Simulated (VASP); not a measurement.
# TiSi16 (a cell with a defect) in VASP: single point with PBEsol

Aim: the single point of TiSi16 (a cell with a defect) with PBEsol.

All numbers are computed with VASP 6.6.1; they aren't measurements. Logs are shortened: lines on timing, memory, paths and dates and some standing lists are left out, and cuts for length are marked.

## (1) The cell of the first run

The cell holds a defect, 17 atoms: a = 7.679 Å, b = 7.679 Å, c = 7.679 Å, α = 60.00°, β = 60.00°, γ = 60.00°.

## (2) Single point, PBEsol

INCAR reads:

```
ALGO = Normal
EDIFF = 1E-6
ENCUT = 520
GGA = PS
ISIF = 2
ISMEAR = -1
LASPH = True
LCHARG = False
LREAL = Auto
LWAVE = False
NBANDS = 52
NELM = 60
PREC = Accurate
SIGMA = 0.05
```

KPOINTS reads:

```
k-points
0
Gamma
  2 2 2
```

POSCAR reads:

```
TiSi16
1.0
    0.0000000000      5.4300000000      5.4300000000
    5.4300000000      0.0000000000      5.4300000000
    5.4300000000      5.4300000000      0.0000000000
Si Ti
16 1
Direct
   -0.0031824583      0.0032535604     -0.0032879565
    0.1211136533      0.1365710347      0.1210718883
   -0.0032105587      0.0029862728      0.5030143106
    0.1296167103      0.1230716216      0.6234254530
    0.0000354003      0.4999919897      0.0000460450
    0.1211641442      0.6210791332      0.1211569312
   -0.0031074165      0.4963432473      0.5034141645
    0.1211536377      0.6209701897      0.6366566912
    0.5030634951      0.0030415716     -0.0033156000
    0.6235191897      0.1230887188      0.1295093869
    0.5000549564     -0.0004877290      0.4999489202
    0.6235128504      0.1230227189      0.6234154463
    0.5034386621      0.4963685145     -0.0031877474
    0.6366566893      0.6209956253      0.1211373517
    0.5032419887      0.4962693982      0.5032481106
    0.6235619618      0.6290648312      0.6234851647
    0.2500433944      0.7497250009      0.2499896397
```

Potentials or basis: VASP PAW PBE potentials, release 64 (Si, Ti_sv).

Started as:

```
$ cat potpaw_PBE.64/Si/POTCAR potpaw_PBE.64/Ti_sv/POTCAR > POTCAR
$ mpirun -np 1 vasp_std > vasp.out
```

OUTCAR:

```text
EDIFF = 1E-6
   ENCUT = 520
   GGA = PS
   ISIF = 2
   ISMEAR = -1
   LASPH = True
   LREAL = Auto
   NELM = 60
   PREC = Accurate

 ion  position               nearest neighbor table
   1  0.997  0.003  0.997-   4 2.34  10 2.34   2 2.40   6 2.40  17 2.75
   2  0.121  0.137  0.121-   5 2.28   3 2.40   9 2.40   1 2.40  17 2.43
   3  0.997  0.003  0.503-  12 2.34   4 2.34   2 2.40   8 2.40  17 2.75
   4  0.130  0.123  0.623-  11 2.32   7 2.34   1 2.34   3 2.34
   5  0.000  0.500  0.000-   6 2.28  14 2.28   8 2.28   2 2.28
   6  0.121  0.621  0.121-   5 2.28   1 2.40   7 2.40  13 2.40  17 2.42
   7  0.997  0.496  0.503-   4 2.34  16 2.34   8 2.40   6 2.40  17 2.75
   8  0.121  0.621  0.637-   5 2.28   3 2.40  15 2.40   7 2.40  17 2.42
   9  0.503  0.003  0.997-  12 2.34  10 2.34   2 2.40  14 2.40  17 2.75
  10  0.624  0.123  0.130-  11 2.32  13 2.34   1 2.34   9 2.34
  11  0.500  1.000  0.500-  12 2.32   4 2.32  10 2.32  16 2.32
  12  0.624  0.123  0.623-  11 2.32  15 2.34   9 2.34   3 2.34
  13  0.503  0.496  0.997-  10 2.34  16 2.34  14 2.40   6 2.40  17 2.75
  14  0.637  0.621  0.121-   5 2.28   9 2.40  15 2.40  13 2.40  17 2.42
  15  0.503  0.496  0.503-  12 2.34  16 2.34   8 2.40  14 2.40  17 2.75
  16  0.624  0.629  0.623-  11 2.32  13 2.34   7 2.34  15 2.34
  17  0.250  0.750  0.250-   6 2.42  14 2.42   8 2.42   2 2.43   3 2.75   9 2.75  15 2.75   1 2.75
                             7 2.75  13 2.75

  LATTYP: Found a face centered cubic cell.
 ALAT       =    10.8600000000

  Lattice vectors:

 A1 = (   0.0000000000,   5.4300000000,   5.4300000000)
 A2 = (   5.4300000000,   0.0000000000,   5.4300000000)
 A3 = (   5.4300000000,   5.4300000000,   0.0000000000)

Analysis of symmetry for initial positions (statically):
=====================================================================
 Subroutine PRICEL returns:
 Original cell was already a primitive cell.

 Routine SETGRP: Setting up the symmetry group for a
 face centered cubic supercell.

 Subroutine GETGRP returns: Found  1 space group operations
 (whereof  1 operations were pure point group operations)
 out of a pool of 48 trial point group operations.

The static configuration has the point symmetry C_1 .

Analysis of symmetry for dynamics (positions and initial velocities):
=====================================================================
 Subroutine PRICEL returns:
 Original cell was already a primitive cell.

 Routine SETGRP: Setting up the symmetry group for a
 face centered cubic supercell.

 Subroutine GETGRP returns: Found  1 space group operations
 (whereof  1 operations were pure point group operations)
 out of a pool of 48 trial point group operations.

The dynamic configuration has the point symmetry C_1 .

 Subroutine INISYM returns: Found  1 space group operations
 (whereof  1 operations are pure point group operations),
 and found     1 'primitive' translations

----------------------------------------------------------------------------------------

                                     Primitive cell

  volume of cell :     320.2060

  direct lattice vectors                    reciprocal lattice vectors
     0.000000000  5.430000000  5.430000000    -0.092081031  0.092081031  0.092081031
     5.430000000  0.000000000  5.430000000     0.092081031 -0.092081031  0.092081031
     5.430000000  5.430000000  0.000000000     0.092081031  0.092081031 -0.092081031

  length of vectors
     7.679179644  7.679179644  7.679179644     0.159489025  0.159489025  0.159489025

  position of ions in fractional coordinates (direct lattice)
     0.996817542  0.003253560  0.996712043
     0.121113653  0.136571035  0.121071888
     0.996789441  0.002986273  0.503014311
     0.129616710  0.123071622  0.623425453
     0.000035400  0.499991990  0.000046045
     0.121164144  0.621079133  0.121156931
[... 9 lines left out ...]
     0.623561962  0.629064831  0.623485165
     0.250043394  0.749725001  0.249989640

  ion indices of the primitive-cell ions
   primitive index   ion index
                 1           1
                 2           2
                 3           3
                 4           4
                 5           5
                 6           6
[... 9 lines left out ...]
                16          16
                17          17

----------------------------------------------------------------------------------------

 KPOINTS: k-points

Automatic generation of k-mesh.
 Grid dimensions read from file:
 generate k-points for:    2    2    2

 Generating k-lattice:

  Cartesian coordinates                     Fractional coordinates (reciprocal lattice)
    -0.046040516  0.046040516  0.046040516     0.500000000  0.000000000  0.000000000
     0.046040516 -0.046040516  0.046040516     0.000000000  0.500000000  0.000000000
     0.046040516  0.046040516 -0.046040516     0.000000000  0.000000000  0.500000000

  Length of vectors
     0.079744512  0.079744512  0.079744512

  Shift w.r.t. Gamma in fractional coordinates (k-lattice)
     0.000000000  0.000000000  0.000000000

 Subroutine IBZKPT returns following result:
 ===========================================

 Found      8 irreducible k-points:

 Following reciprocal coordinates:
            Coordinates               Weight
  0.000000  0.000000  0.000000      1.000000
  0.500000  0.000000  0.000000      1.000000
  0.000000  0.500000  0.000000      1.000000
  0.000000  0.000000  0.500000      1.000000
  0.500000  0.500000  0.500000      1.000000
  0.500000  0.500000  0.000000      1.000000
  0.000000  0.500000  0.500000      1.000000
  0.500000  0.000000  0.500000      1.000000
   k-points           NKPTS =      8   k-points in BZ     NKDIM =      8   number of bands    NBANDS=     52
   number of dos      NEDOS =    301   number of ions     NIONS =     17
   total plane-waves  NPLWV = 216000
   dimension x,y,z NGX =    60 NGY =   60 NGZ =   60
   dimension x,y,z NGXF=   120 NGYF=  120 NGZF=  120
   ions per type =              16   1
   NGX,Y,Z   is equivalent  to a cutoff of  12.99, 12.99, 12.99 a.u.
   NGXF,Y,Z  is equivalent  to a cutoff of  25.98, 25.98, 25.98 a.u.
 SYSTEM =  unknown system
   PREC   = accura    normal or accurate (medium, high low for compatibility)
   ISTART =      0    job   : 0-new  1-cont  2-samecut
   ICHARG =      2    charge: 1-file 2-atom 10-const
   ISPIN  =      1    spin polarized calculation?
   LNONCOLLINEAR =      F non collinear calculations
   LSORBIT =      F    spin-orbit coupling
   LASPH  =      T    aspherical Exc in radial PAW
   ENCUT  =  520.0 eV  38.22 Ry    6.18 a.u.  14.28 14.28 14.28*2*pi/ulx,y,z
   NELM   =     60;   NELMIN=  2; NELMDL= -5     # of ELM steps
   EDIFF  = 0.1E-05   stopping-criterion for ELM
   LREAL  =      T    real-space projection
   EDIFFG = 0.1E-04   stopping-criterion for IOM
   NSW    =      0    number of steps for IOM
   IBRION =     -1    ionic relax: 0-MD 1-quasi-New 2-CG
   NFREE  =      0    steps in history (QN), initial steepest desc. (CG)
   ISIF   =      2    stress and relaxation
   ISYM   =      2    0-nonsym 1-usesym 2-fastsym
   POTIM  = 0.5000    time-step for ionic-motion
   TEBEG  =    0.0;   TEEND  =   0.0 temperature during run
   PSTRESS=    0.0 pullay stress
   NELECT =      76.0000    total number of electrons
   NUPDOWN=      -1.0000    fix difference up-down
   EMIN   =  10.00;   EMAX   =-10.00  energy-range for DOS
   EFERMI =   0.00;   METHOD = LEGACY
   ISMEAR =    -1;   SIGMA  =   0.05  broadening in eV -4-tet -1-fermi 0-gaus
   EFERMI_NEDOS =   21; number of points for ismear=-14 and -15
   IALGO  =     38    algorithm
   IMIX   =      4    mixing-type and parameters
     AMIX     =   0.40;   BMIX     =  1.00
     AMIX_MAG =   1.60;   BMIX_MAG =  1.00
  volume/ion in A,a.u.               =      18.84       127.11
  Fermi-wavevector in a.u.,A,eV,Ry     =   1.013607  1.915439 13.978610  1.027399
  Thomas-Fermi vector in A             =   2.146786
   LORBIT       =      0    0 simple, 1 ext, 2 COOP (PROOUT), +10 PAW based schemes
   GGA     = PS    functional components
   LHFCALC =     F    Hartree Fock is set to
   AEXX    =    0.0000 exact exchange contribution
   IVDW    =     0    specifies the selected vdW correction
   LEPSILON=     F    determine dielectric tensor
   LRPA    =     F    only Hartree local field effects (RPA)
 non-spin polarized calculation
  energy-cutoff  :      520.00
  volume of cell :      320.21
 maximum number of plane-waves:      8646
 NGX is ok and might be reduce to    60
   NGX = 29   NGY = 29   NGZ = 29

 number of electron      75.9999998 magnetization

 Free energy of the ion-electron system (eV)
  ---------------------------------------------------
  ext. energy  EPLUGINS =         0.00000000
  ---------------------------------------------------
  free energy    TOTEN  =       -98.37303278 eV

  energy without entropy =      -98.27958273  energy(sigma->0) =      -98.32630776

 E-fermi :   6.8100     XC(G=0):  -9.8809

 val. band max:        6.7778531814   @ k =   0.0000   0.5000   0.5000
 cond. band min:       6.8556957274   @ k =   0.5000   0.5000   0.5000
 fundamental gap:      0.0778425461
 Fermi energy:         6.8099990921

 k-point     1 :       0.0000    0.0000    0.0000
  band No.  band energies     occupation
      1     -49.7120      2.00000
      2     -26.1904      2.00000
      3     -26.1904      2.00000
      4     -26.1902      2.00000
      5      -5.7880      2.00000
      6      -3.5613      2.00000
[... 42 lines left out ...]
     49       8.0816      0.00000
     50       8.3930      0.00000

 k-point     2 :       0.5000    0.0000    0.0000
  band No.  band energies     occupation
      1     -49.7120      2.00000
      2     -26.1904      2.00000
      3     -26.1904      2.00000
      4     -26.1902      2.00000
      5      -5.0798      2.00000
      6      -4.8627      2.00000
[... 42 lines left out ...]
     49       9.1890      0.00000
     50       9.8068      0.00000

 k-point     3 :       0.0000    0.5000    0.0000
  band No.  band energies     occupation
      1     -49.7120      2.00000
      2     -26.1904      2.00000
      3     -26.1904      2.00000
      4     -26.1902      2.00000
      5      -5.0786      2.00000
      6      -4.8642      2.00000
[... 42 lines left out ...]
     49       9.1883      0.00000
     50       9.8064      0.00000

 k-point     4 :       0.0000    0.0000    0.5000
  band No.  band energies     occupation
      1     -49.7120      2.00000
      2     -26.1904      2.00000
      3     -26.1904      2.00000
      4     -26.1902      2.00000
      5      -5.0796      2.00000
      6      -4.8630      2.00000
[... 42 lines left out ...]
     49       9.1889      0.00000
     50       9.8066      0.00000

 k-point     5 :       0.5000    0.5000    0.5000
  band No.  band energies     occupation
      1     -49.7120      2.00000
      2     -26.1904      2.00000
      3     -26.1904      2.00000
      4     -26.1902      2.00000
      5      -5.0806      2.00000
      6      -4.8617      2.00000
[... 42 lines left out ...]
     49       9.1888      0.00000
     50       9.8084      0.00000

 k-point     6 :       0.5000    0.5000    0.0000
  band No.  band energies     occupation
      1     -49.7120      2.00000
      2     -26.1904      2.00000
      3     -26.1904      2.00000
      4     -26.1902      2.00000
      5      -4.7552      2.00000
      6      -4.6684      2.00000
[... 42 lines left out ...]
     49       9.7609      0.00000
     50      10.4205      0.00000

 k-point     7 :       0.0000    0.5000    0.5000
  band No.  band energies     occupation
      1     -49.7120      2.00000
      2     -26.1904      2.00000
      3     -26.1904      2.00000
      4     -26.1902      2.00000
      5      -4.7551      2.00000
      6      -4.6684      2.00000
[... 42 lines left out ...]
     49       9.7609      0.00000
     50      10.4206      0.00000

 k-point     8 :       0.5000    0.0000    0.5000
  band No.  band energies     occupation
      1     -49.7120      2.00000
      2     -26.1904      2.00000
      3     -26.1904      2.00000
      4     -26.1902      2.00000
      5      -4.7553      2.00000
      6      -4.6683      2.00000
[... 42 lines left out ...]
     49       9.7609      0.00000
     50      10.4204      0.00000
 [bands above 50 left out]

------------------------ aborting loop because EDIFF is reached ----------------------------------------

  FORCE on cell =-STRESS in cart. coord.  units (eV):
  Direction    XX          YY          ZZ          XY          YZ          ZX
  --------------------------------------------------------------------------------------
  -------------------------------------------------------------------------------------
  Total        4.1446640      4.1410738      4.1450436     -0.0022225     -0.0023298     -0.0005894
  in kB       20.7381698     20.7202059     20.7400691     -0.0111205     -0.0116575     -0.0029492
  external PRESSURE =      20.7328149 kB  Pullay stress =       0.0000000 kB

 VOLUME and BASIS-vectors are now :
 -----------------------------------------------------------------------------
  energy-cutoff  :      520.00
  volume of cell :      320.21
      direct lattice vectors                 reciprocal lattice vectors
     0.000000000  5.430000000  5.430000000    -0.092081031  0.092081031  0.092081031
     5.430000000  0.000000000  5.430000000     0.092081031 -0.092081031  0.092081031
     5.430000000  5.430000000  0.000000000     0.092081031  0.092081031 -0.092081031

 POSITION                                       TOTAL-FORCE (eV/Angst)
 -----------------------------------------------------------------------------------
      5.42981     10.82487      5.43039        -0.003814     -0.001567     -0.004871
      1.39900      1.31507      1.39923        -0.017253      0.009501     -0.015414
      2.74758      8.14393      5.42878         0.008527      0.002852     -0.001366
      4.05348      4.08902      1.37210         0.005332     -0.003951     -0.003212
      2.71521      0.00044      2.71515        -0.000355     -0.000678     -0.000298
      4.03034      1.31580      4.03038         0.008050      0.016438      0.009705
[... 9 lines left out ...]
      6.80135      6.77147      6.80176        -0.004694      0.006376     -0.005323
      5.42845      2.71518      5.42874         0.011604      0.001807      0.009912
 -----------------------------------------------------------------------------------
    total drift:                                0.005176     -0.000145      0.004704

  FREE ENERGIE OF THE ION-ELECTRON SYSTEM (eV)
  ---------------------------------------------------
  free  energy   TOTEN  =       -98.3730327789 eV

  energy  without entropy=      -98.2795827336  energy(sigma->0) =      -98.32630776
```

Run time: 2.4 min. Hardware: 1 thread of Intel Xeon 6975P-C (Granite Rapids), shared host; peak memory 0.48 GiB.

What came out:

```yaml
Free_energy: -98.3730 eV
Pressure: 2.1 GPa
Largest_force: 0.025 eV/Å
Band_gap_on_the_k_mesh: zero (band 38 reaches 6.86 eV, above the bottom of band 39 at 6.45 eV)
```

Forces on the atoms (eV/Å):
```
Si  -0.004 -0.002 -0.005
Si  -0.017  0.010 -0.015
Si   0.009  0.003 -0.001
Si   0.005 -0.004 -0.003
Si   0.000 -0.001  0.000
Si   0.008  0.016  0.010
Si  -0.001 -0.004  0.005
Si  -0.021 -0.013  0.007
Si  -0.002  0.003  0.007
Si  -0.003 -0.004  0.005
Si   0.000  0.000  0.001
Si   0.004  0.003  0.004
Si   0.006 -0.003  0.000
Si   0.006 -0.014 -0.020
Si   0.002  0.000  0.003
Si  -0.005  0.006 -0.005
Ti   0.012  0.002  0.010
```

Levels at points of the mesh, in eV from the Fermi level:
```csv
k point,band 33,band 34,band 35,band 36,band 37,band 38,band 39,band 40,band 41,band 42
"(0.00, 0.00, 0.00)",-1.65,-0.94,-0.94,-0.94,-0.37,-0.37,-0.36,-0.12,-0.12,0.23
"(0.50, 0.00, 0.00)",-1.92,-1.92,-1.29,-1.29,-0.26,0.05,0.05,0.45,0.45,0.80
"(0.00, 0.50, 0.00)",-1.92,-1.92,-1.29,-1.29,-0.26,0.05,0.05,0.45,0.45,0.80
"(0.00, 0.00, 0.50)",-1.92,-1.92,-1.29,-1.29,-0.26,0.05,0.05,0.45,0.45,0.80
"(0.50, 0.50, 0.50)",-1.92,-1.92,-1.29,-1.28,-0.26,0.05,0.05,0.45,0.45,0.80
"(0.50, 0.50, 0.00)",-2.40,-1.93,-1.93,-1.81,-0.70,-0.03,0.60,0.60,1.11,1.33
"(0.00, 0.50, 0.50)",-2.40,-1.93,-1.93,-1.81,-0.70,-0.03,0.60,0.60,1.11,1.33
"(0.50, 0.00, 0.50)",-2.40,-1.93,-1.93,-1.81,-0.70,-0.03,0.60,0.60,1.11,1.33
```

Caveat: the k points lie up to 0.50 Å⁻¹ apart; the PAW data sets were made with another functional, which shifts forces and pressure a little.
